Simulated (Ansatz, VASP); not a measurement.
Two plane-wave programs on ScSbPt3

```xyz
5
Lattice="4.8819 0.0000 0.0000 0.0000 4.8819 0.0000 0.0000 0.0000 4.8819" Properties=species:S:1:pos:R:3 pbc="T T T"
Sc    0.0000    0.0000    0.0000
Sb    2.4409    2.4409    2.4409
Pt    0.0000    2.4409    2.4409
Pt    2.4409    0.0000    2.4409
Pt    2.4409    2.4409    0.0000
```

Alike in both runs: functional r2SCAN; k mesh 8 × 8 × 8; occupations gaussian, width 0.1 eV; no spin polarisation.

Ansatz relaxed the structure, and its values are those at the end. VASP's run is a single point on that final structure, the one shown.

```csv
,VASP,Ansatz
version,VASP 6.6.1,Ansatz 0.2.0
potentials or method,"VASP PAW PBE potentials, release 64 (Sc_sv, Sb, Pt), cutoff 520 eV","scalar-relativistic, plane waves, PAW"
valence electrons in the cell,46,80
```

```csv
,VASP,Ansatz,Ansatz less VASP
gap on the k mesh at the Fermi level (eV),none,none,-
pressure (GPa),0.0,0.0,+0.02
```

VASP's potentials were made for PBE, not for r2SCAN. A gap of «none» marks a metal or a gap that the smearing closes. The functional is the same, so the differences come from potentials, cutoffs and numerics. VASP's potentials hold 46 valence electrons a cell and Ansatz's 80, so a difference there can come from the potentials and not from the codes.

Neither program's run includes spin-orbit coupling.
